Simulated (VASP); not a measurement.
Wanted: the native input for a VASP 6.6.1 run.

| Quantity | Value |
| --- | --- |
| Task | single point |
| Functional | PBEsol |
| Potentials or basis | VASP PAW PBE potentials, release 64 (Bi_d, Te) |
| Cutoff | 500 eV |
| k mesh | 16 × 16 × 16 |
| Occupations | gaussian, width 0.15 eV |
| Spin | no spin polarisation |
| Dipole correction | no |
| Further INCAR settings | ALGO = Normal; EDIFF = 1e-06; NBANDS = 18 |

The structure of BiTe lies in POSCAR:

```
BiTe
1.0
    0.0000000000      3.1012392129      3.2930684425
    3.1012392129      0.0000000000      3.2930684425
    3.1012392129      3.1012392129      0.0000000000
Bi Te
1 1
Direct
    0.0000000000      0.0000000000      0.0000000000
    0.5000000000      0.5000000000      0.5000000000
```

This cell differs from its parent crystal: strain -0.030 along x and y, +0.030 along z.

These files were run (other wordings do the same):

INCAR

```
PREC = Accurate
ENCUT = 500
EDIFF = 1E-6
ISMEAR = 0
SIGMA = 0.15
LREAL = F
LASPH = T
NELM = 120
ALGO = Normal
ISIF = 2
LWAVE = F
LCHARG = F
GGA = PS
NBANDS = 18
GGA_COMPAT = F
```

KPOINTS

```
regular mesh
0
Gamma
  16 16 16
```

Potentials or basis: VASP PAW PBE potentials, release 64 (Bi_d, Te).

Launch:

```bash
$ cat potpaw_PBE.64/Bi_d/POTCAR potpaw_PBE.64/Te/POTCAR > POTCAR
$ mpirun -np 1 vasp_std > vasp.out
```

It gave:

```yaml
Pressure: 2.3 GPa
Band_gap_on_the_k_mesh: zero (an odd number of electrons rules out a gap without spin polarisation)
```

Caveat: the cell differs from its parent crystal (strain -0.030 along x and y, +0.030 along z); the stress differs along the axes, from -2 to 4 GPa; the PAW data sets were made with another functional, which shifts forces and pressure a little; spin-orbit coupling is left out, which moves the levels of the heavy elements.

Wall time 2.1 min on 1 thread of Intel(R) Xeon(R) 6975P-C (Granite Rapids), on a shared host, peak memory 0.49 GiB.
